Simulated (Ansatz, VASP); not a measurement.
Rb2Na: VASP beside Ansatz

The input INCAR:

```
PREC = Accurate
ENCUT = 600
EDIFF = 1E-6
ISMEAR = 0
SIGMA = 0.1
LREAL = F
LASPH = T
NELM = 80
ALGO = Fast
ISIF = 3
LWAVE = F
LCHARG = F
GGA = PE
IBRION = 2
NSW = 100
EDIFFG = -0.01
```

Contents of KPOINTS:

```
Automatic mesh
0
Gamma
  8 8 8
```

File POSCAR:

```
Rb2Na
1.0
    0.0000000000      4.8974345409      4.8974345409
    4.8974345409      0.0000000000      4.8974345409
    4.8974345409      4.8974345409      0.0000000000
Rb Na
2 1
Direct
    0.2500000000      0.2500000000      0.2500000000
    0.7500000000      0.7500000000      0.7500000000
    0.0000000000      0.0000000000      0.0000000000
```

Input for Ansatz:

```yaml
crystal:
  lattice:
    - [0.0, 4.8974345409, 4.8974345409]
    - [4.8974345409, 0.0, 4.8974345409]
    - [4.8974345409, 4.8974345409, 0.0]
  atoms:
    - { symbol: Rb, position: [0.25, 0.25, 0.25] }
    - { symbol: Rb, position: [0.75, 0.75, 0.75] }
    - { symbol: Na, position: [0.0, 0.0, 0.0] }
basis:
  ecutwfc: 420
kpoints:
  mp_grid: { grid: [8, 8, 8] }
hamiltonian:
  xc: pbe
scf:
  occupations: { method: gaussian, width: 0.1 }
output:
  forces: true
  stress: true
  eigenvalues: true
relax:
  adjacent_minimum: "off"
  f_tol: 0.01
  max_steps: 80
  cell: { stress_tol: 0.05 }
```

Alike in both runs: task relaxation of cell and atoms; functional PBE; k mesh 8 × 8 × 8; occupations gaussian, width 0.1 eV; no spin polarisation.

|  | VASP | Ansatz |
| --- | --- | --- |
| version | VASP 6.6.1 | Ansatz 0.2.0 |
| potentials or method | VASP PAW PBE potentials, release 64 (Rb_sv, Na_pv), cutoff 600 eV | scalar-relativistic, plane waves, PAW |
| valence electrons in the cell | 25 | 27 |

```csv
,VASP,Ansatz,Ansatz less VASP
"gap on the k mesh at the Fermi level, each at its own relaxed structure (eV)",none,none,-
relaxed volume (Å³/atom),80.64,80.81,+0.169
relaxed cell length with the largest relative difference (Å),6.994,6.999,+0.0049
```

A gap of «none» marks a metal or a gap that the smearing closes. VASP's potentials hold 25 valence electrons a cell and Ansatz's 27, so a difference there can come from the potentials and not from the codes.
